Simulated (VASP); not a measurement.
Set up this calculation in VASP 6.6.1, as the native input.

| Quantity | Value |
| --- | --- |
| Task | single point |
| Functional | PBE |
| Potentials or basis | VASP PAW PBE potentials, release 64 (Ga_d, P) |
| Cutoff | 500 eV |
| k mesh | 8 × 8 × 8 |
| Occupations | gaussian, width 0.02 eV |
| Spin | no spin polarisation |
| Dipole correction | no |
| Further INCAR settings | ALGO = Normal; EDIFF = 1e-06; NBANDS = 16 |

The structure of GaP (ae) lies in POSCAR:

```
GaP
1.0
    0.0000000000      2.6967811500      2.6967811500
    2.6967811500      0.0000000000      2.6967811500
    2.6967811500      2.6967811500      0.0000000000
Ga P
1 1
Direct
    0.0000000000      0.0000000000      0.0000000000
    0.2500000000      0.2500000000      0.2500000000
```

This cell differs from its parent crystal: volume scaled by 0.94.

These files were run (other wordings do the same):

INCAR

```
PREC = Accurate
ENCUT = 500
EDIFF = 1E-6
ISMEAR = 0
SIGMA = 0.02
LREAL = F
LASPH = T
NELM = 120
ALGO = Normal
ISIF = 2
LWAVE = F
LCHARG = F
GGA = PE
NBANDS = 16
GGA_COMPAT = F
```

KPOINTS

```
Automatic mesh
0
Gamma
  8 8 8
```

Potentials or basis: VASP PAW PBE potentials, release 64 (Ga_d, P).

Command:

```sh
$ cat potpaw_PBE.64/Ga_d/POTCAR potpaw_PBE.64/P/POTCAR > POTCAR
$ mpirun -np 1 vasp_std > vasp.out
```

It gave:

```yaml
Pressure: 5.4 GPa
Band_gap_on_the_k_mesh: 1.59 eV, indirect (least direct gap 2.09 eV)
```

Run time: 10 s on 1 thread of Intel Xeon 6975P-C, with other jobs on the host, peak memory 0.16 GiB.
